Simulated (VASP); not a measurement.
# GaAs (gw) (F-43m) in VASP: single point with PBEsol

Aim: the single point of GaAs (gw) with PBEsol.

All numbers are computed with VASP 6.6.1; they aren't measurements. Logs are shortened: lines on timing, memory, paths and dates and some standing lists are left out, and cuts for length are marked.

## (1) The cell of the first run

It takes space group F-43m (No. 216, cubic). Conventional cell: a = 5.659 Å, b = 5.659 Å, c = 5.659 Å, α = 90.00°, β = 90.00°, γ = 90.00°. Within 3.2 Å of Ga (site symmetry -43m) lie 4 As at 2.45 Å. As (site symmetry -43m) has 4 Ga at 2.45 Å within 3.2 Å.

## (2) Single point, PBEsol

File INCAR:

```
SYSTEM = GaAs
  PREC = Accurate
  ENCUT = 500
  EDIFF = 1E-6
  ISMEAR = 0
  SIGMA = 0.01
  LREAL = .FALSE.
  LASPH = .TRUE.
  NELM = 120
  ALGO = Normal
  ISIF = 2
  LWAVE = .FALSE.
  LCHARG = .FALSE.
  GGA = PS
  NBANDS = 16
  GGA_COMPAT = .FALSE.
```

File KPOINTS:

```
regular mesh
0
G
  4 4 4
  0 0 0
```

File POSCAR:

```
GaAs
1.0
    0.0000000000      2.8297139657      2.8297139657
    2.8297139657      0.0000000000      2.8297139657
    2.8297139657      2.8297139657      0.0000000000
Ga As
1 1
Direct
    0.0000000000      0.0000000000      0.0000000000
    0.2500000000      0.2500000000      0.2500000000
```

Potentials or basis: VASP PAW PBE potentials, release 64 (Ga_d, As).

Run with:

```sh
$ cat potpaw_PBE.64/Ga_d/POTCAR potpaw_PBE.64/As/POTCAR > POTCAR
$ mpirun -np 1 vasp_std > vasp.out
```

OUTCAR:

```text
SYSTEM = GaAs
   PREC = Accurate
   ENCUT = 500
   EDIFF = 1E-6
   ISMEAR = 0
   LREAL = .FALSE.
   LASPH = .TRUE.
   NELM = 120
   ISIF = 2
   GGA = PS

 ion  position               nearest neighbor table
   1  0.000  0.000  0.000-   2 2.45   2 2.45   2 2.45   2 2.45
   2  0.250  0.250  0.250-   1 2.45   1 2.45   1 2.45   1 2.45

  LATTYP: Found a face centered cubic cell.
 ALAT       =     5.6594279314

  Lattice vectors:

 A1 = (   0.0000000000,   2.8297139657,   2.8297139657)
 A2 = (   2.8297139657,   0.0000000000,   2.8297139657)
 A3 = (   2.8297139657,   2.8297139657,   0.0000000000)

Analysis of symmetry for initial positions (statically):
=====================================================================
 Subroutine PRICEL returns:
 Original cell was already a primitive cell.

 Routine SETGRP: Setting up the symmetry group for a
 face centered cubic supercell.

 Subroutine GETGRP returns: Found 24 space group operations
 (whereof 24 operations were pure point group operations)
 out of a pool of 48 trial point group operations.

The static configuration has the point symmetry T_d .

Analysis of symmetry for dynamics (positions and initial velocities):
=====================================================================
 Subroutine PRICEL returns:
 Original cell was already a primitive cell.

 Routine SETGRP: Setting up the symmetry group for a
 face centered cubic supercell.

 Subroutine GETGRP returns: Found 24 space group operations
 (whereof 24 operations were pure point group operations)
 out of a pool of 48 trial point group operations.

The dynamic configuration has the point symmetry T_d .

 Subroutine INISYM returns: Found 24 space group operations
 (whereof 24 operations are pure point group operations),
 and found     1 'primitive' translations

----------------------------------------------------------------------------------------

                                     Primitive cell

  volume of cell :      45.3166

  direct lattice vectors                    reciprocal lattice vectors
     0.000000000  2.829713966  2.829713966    -0.176696304  0.176696304  0.176696304
     2.829713966  0.000000000  2.829713966     0.176696304 -0.176696304  0.176696304
     2.829713966  2.829713966  0.000000000     0.176696304  0.176696304 -0.176696304

  length of vectors
     4.001819868  4.001819868  4.001819868     0.306046977  0.306046977  0.306046977

  position of ions in fractional coordinates (direct lattice)
     0.000000000  0.000000000  0.000000000
     0.250000000  0.250000000  0.250000000

  ion indices of the primitive-cell ions
   primitive index   ion index
                 1           1
                 2           2

----------------------------------------------------------------------------------------

 KPOINTS: regular mesh

Automatic generation of k-mesh.
 Grid dimensions read from file:
 generate k-points for:    4    4    4

 Generating k-lattice:

  Cartesian coordinates                     Fractional coordinates (reciprocal lattice)
    -0.044174076  0.044174076  0.044174076     0.250000000  0.000000000  0.000000000
     0.044174076 -0.044174076  0.044174076     0.000000000  0.250000000  0.000000000
     0.044174076  0.044174076 -0.044174076     0.000000000  0.000000000  0.250000000

  Length of vectors
     0.076511744  0.076511744  0.076511744

  Shift w.r.t. Gamma in fractional coordinates (k-lattice)
     0.000000000  0.000000000  0.000000000

 Subroutine IBZKPT returns following result:
 ===========================================

 Found      8 irreducible k-points:

 Following reciprocal coordinates:
            Coordinates               Weight
  0.000000  0.000000  0.000000      1.000000
  0.250000  0.000000  0.000000      8.000000
  0.500000  0.000000  0.000000      4.000000
  0.250000  0.250000  0.000000      6.000000
  0.500000  0.250000  0.000000     24.000000
 -0.250000  0.250000  0.000000     12.000000
  0.500000  0.500000  0.000000      3.000000
 -0.250000  0.500000  0.250000      6.000000
   k-points           NKPTS =      8   k-points in BZ     NKDIM =      8   number of bands    NBANDS=     16
   number of dos      NEDOS =    301   number of ions     NIONS =      2
   total plane-waves  NPLWV =  27000
   dimension x,y,z NGX =    30 NGY =   30 NGZ =   30
   dimension x,y,z NGXF=    60 NGYF=   60 NGZF=   60
   ions per type =               1   1
   NGX,Y,Z   is equivalent  to a cutoff of  12.46, 12.46, 12.46 a.u.
   NGXF,Y,Z  is equivalent  to a cutoff of  24.93, 24.93, 24.93 a.u.
 SYSTEM =  GaAs
   PREC   = accura    normal or accurate (medium, high low for compatibility)
   ISTART =      0    job   : 0-new  1-cont  2-samecut
   ICHARG =      2    charge: 1-file 2-atom 10-const
   ISPIN  =      1    spin polarized calculation?
   LNONCOLLINEAR =      F non collinear calculations
   LSORBIT =      F    spin-orbit coupling
   LASPH  =      T    aspherical Exc in radial PAW
   ENCUT  =  500.0 eV  36.75 Ry    6.06 a.u.   7.30  7.30  7.30*2*pi/ulx,y,z
   NELM   =    120;   NELMIN=  2; NELMDL= -5     # of ELM steps
   EDIFF  = 0.1E-05   stopping-criterion for ELM
   LREAL  =      F    real-space projection
   EDIFFG = 0.1E-04   stopping-criterion for IOM
   NSW    =      0    number of steps for IOM
   IBRION =     -1    ionic relax: 0-MD 1-quasi-New 2-CG
   NFREE  =      0    steps in history (QN), initial steepest desc. (CG)
   ISIF   =      2    stress and relaxation
   ISYM   =      2    0-nonsym 1-usesym 2-fastsym
   POTIM  = 0.5000    time-step for ionic-motion
   TEBEG  =    0.0;   TEEND  =   0.0 temperature during run
   PSTRESS=    0.0 pullay stress
   NELECT =      18.0000    total number of electrons
   NUPDOWN=      -1.0000    fix difference up-down
   EMIN   =  10.00;   EMAX   =-10.00  energy-range for DOS
   EFERMI =   0.00;   METHOD = LEGACY
   ISMEAR =     0;   SIGMA  =   0.01  broadening in eV -4-tet -1-fermi 0-gaus
   EFERMI_NEDOS =   21; number of points for ismear=-14 and -15
   IALGO  =     38    algorithm
   IMIX   =      4    mixing-type and parameters
     AMIX     =   0.40;   BMIX     =  1.00
     AMIX_MAG =   1.60;   BMIX_MAG =  1.00
  volume/ion in A,a.u.               =      22.66       152.91
  Fermi-wavevector in a.u.,A,eV,Ry     =   1.203409  2.274113 19.703854  1.448192
  Thomas-Fermi vector in A             =   2.339163
   LORBIT       =      0    0 simple, 1 ext, 2 COOP (PROOUT), +10 PAW based schemes
   GGA     = PS    functional components
   LHFCALC =     F    Hartree Fock is set to
   AEXX    =    0.0000 exact exchange contribution
   IVDW    =     0    specifies the selected vdW correction
   LEPSILON=     F    determine dielectric tensor
   LRPA    =     F    only Hartree local field effects (RPA)
 non-spin polarized calculation
 Gauss-broadening in eV      SIGMA  =   0.01
  energy-cutoff  :      500.00
  volume of cell :       45.32
 maximum number of plane-waves:      1174
 NGX is ok and might be reduce to    30
   NGX = 15   NGY = 15   NGZ = 15

 number of electron      17.9999993 magnetization

 Free energy of the ion-electron system (eV)
  ---------------------------------------------------
  ext. energy  EPLUGINS =         0.00000000
  ---------------------------------------------------
  free energy    TOTEN  =        -8.90592099 eV

  energy without entropy =       -8.90592099  energy(sigma->0) =       -8.90592099

 E-fermi :   3.8714     XC(G=0):  -9.7356

 val. band max:        3.8281799031   @ k =   0.0000   0.0000   0.0000
 cond. band min:       4.2462315383   @ k =   0.0000   0.0000   0.0000
 fundamental gap:      0.4180516352
 Fermi energy:         3.8714228318

 k-point     1 :       0.0000    0.0000    0.0000
  band No.  band energies     occupation
      1     -11.0006      2.00000
      2     -11.0006      2.00000
      3     -11.0006      2.00000
      4     -10.9229      2.00000
      5     -10.9229      2.00000
      6      -8.9067      2.00000
[... 8 lines left out ...]
     15      13.8983      0.00000
     16      13.8983      0.00000

 k-point     2 :       0.2500    0.0000    0.0000
  band No.  band energies     occupation
      1     -11.0426      2.00000
      2     -10.9895      2.00000
      3     -10.9895      2.00000
      4     -10.9226      2.00000
      5     -10.9226      2.00000
      6      -8.2124      2.00000
[... 8 lines left out ...]
     15      12.7584      0.00000
     16      12.7584      0.00000

 k-point     3 :       0.5000    0.0000    0.0000
  band No.  band energies     occupation
      1     -11.0786      2.00000
      2     -10.9815      2.00000
      3     -10.9815      2.00000
      4     -10.9190      2.00000
      5     -10.9190      2.00000
      6      -7.1310      2.00000
[... 8 lines left out ...]
     15      15.6001      0.00000
     16      15.6001      0.00000

 k-point     4 :       0.2500    0.2500    0.0000
  band No.  band energies     occupation
      1     -11.0629      2.00000
      2     -10.9768      2.00000
      3     -10.9768      2.00000
      4     -10.9345      2.00000
      5     -10.9165      2.00000
      6      -7.9763      2.00000
[... 8 lines left out ...]
     15      14.9016      0.00000
     16      15.0472      0.00000

 k-point     5 :       0.5000    0.2500    0.0000
  band No.  band energies     occupation
      1     -11.0900      2.00000
      2     -10.9709      2.00000
      3     -10.9656      2.00000
      4     -10.9338      2.00000
      5     -10.9158      2.00000
      6      -6.8407      2.00000
[... 8 lines left out ...]
     15      15.7582      0.00000
     16      16.2633      0.00000

 k-point     6 :      -0.2500    0.2500    0.0000
  band No.  band energies     occupation
      1     -11.0754      2.00000
      2     -10.9778      2.00000
      3     -10.9756      2.00000
      4     -10.9248      2.00000
      5     -10.9226      2.00000
      6      -7.2589      2.00000
[... 8 lines left out ...]
     15      14.0402      0.00000
     16      16.3700      0.00000

 k-point     7 :       0.5000    0.5000    0.0000
  band No.  band energies     occupation
      1     -11.1099      2.00000
      2     -10.9518      2.00000
      3     -10.9518      2.00000
      4     -10.9486      2.00000
      5     -10.9101      2.00000
      6      -6.3841      2.00000
[... 8 lines left out ...]
     15      16.9952      0.00000
     16      17.0947      0.00000

 k-point     8 :      -0.2500    0.5000    0.2500
  band No.  band energies     occupation
      1     -11.0969      2.00000
      2     -10.9701      2.00000
      3     -10.9566      2.00000
      4     -10.9338      2.00000
      5     -10.9189      2.00000
      6      -6.3246      2.00000
[... 8 lines left out ...]
     15      15.9511      0.00000
     16      17.0128      0.00000

------------------------ aborting loop because EDIFF is reached ----------------------------------------

  FORCE on cell =-STRESS in cart. coord.  units (eV):
  Direction    XX          YY          ZZ          XY          YZ          ZX
  --------------------------------------------------------------------------------------
  -------------------------------------------------------------------------------------
  Total        0.1067210      0.1067210      0.1067210      0.0000000      0.0000000     -0.0000000
  in kB        3.7731411      3.7731411      3.7731411      0.0000000      0.0000000     -0.0000000
  external PRESSURE =       3.7731411 kB  Pullay stress =       0.0000000 kB

 VOLUME and BASIS-vectors are now :
 -----------------------------------------------------------------------------
  energy-cutoff  :      500.00
  volume of cell :       45.32
      direct lattice vectors                 reciprocal lattice vectors
     0.000000000  2.829713966  2.829713966    -0.176696304  0.176696304  0.176696304
     2.829713966  0.000000000  2.829713966     0.176696304 -0.176696304  0.176696304
     2.829713966  2.829713966  0.000000000     0.176696304  0.176696304 -0.176696304

 POSITION                                       TOTAL-FORCE (eV/Angst)
 -----------------------------------------------------------------------------------
      0.00000      0.00000      0.00000        -0.000000     -0.000000      0.000000
      1.41486      1.41486      1.41486         0.000000      0.000000     -0.000000
 -----------------------------------------------------------------------------------
    total drift:                               -0.000000     -0.000000      0.000000

  FREE ENERGIE OF THE ION-ELECTRON SYSTEM (eV)
  ---------------------------------------------------
  free  energy   TOTEN  =        -8.9059209878 eV

  energy  without entropy=       -8.9059209878  energy(sigma->0) =       -8.90592099
```

It took 12 s on 1 thread of Intel Xeon 8259CL, shared host; peak memory 0.16 GiB.

Results:

```
Free energy            : -8.9059 eV
Pressure               : 0.4 GPa
Band gap on the k mesh : 0.42 eV, direct
```

Caveat: the k points lie up to 0.48 Å⁻¹ apart; the PAW data sets were made with another functional, which shifts forces and pressure a little.
